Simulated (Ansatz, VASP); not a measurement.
**SiC in VASP and in Ansatz**

```xyz
2
Lattice="0.0000 2.0237 2.0237 2.0237 0.0000 2.0237 2.0237 2.0237 0.0000" Properties=species:S:1:pos:R:3 pbc="T T T"
Si    0.0000    0.0000    0.0000
C     1.0119    1.0119    1.0119
```

Alike in both runs: task single point; functional PBE0; k mesh 8 × 8 × 8; no spin polarisation.

|  | VASP | Ansatz |
| --- | --- | --- |
| version | VASP 6.6.1 | Ansatz 0.2.0 |
| potentials or method | VASP PAW PBE potentials, release 64 (Si, C), cutoff 520 eV | scalar-relativistic, plane waves, PAW |
| occupations | gaussian, width 0.01 eV | fixed |
| valence electrons in the cell | 8 | 8 |

```tsv
	VASP	Ansatz	Ansatz less VASP
gap on the k mesh at the Fermi level (eV)	2.81	2.79	-0.017
least direct gap on the mesh (eV)	6.75	6.73	-0.023
```

Ansatz's warnings: stress exchange threshold loose, stress scf threshold loose.
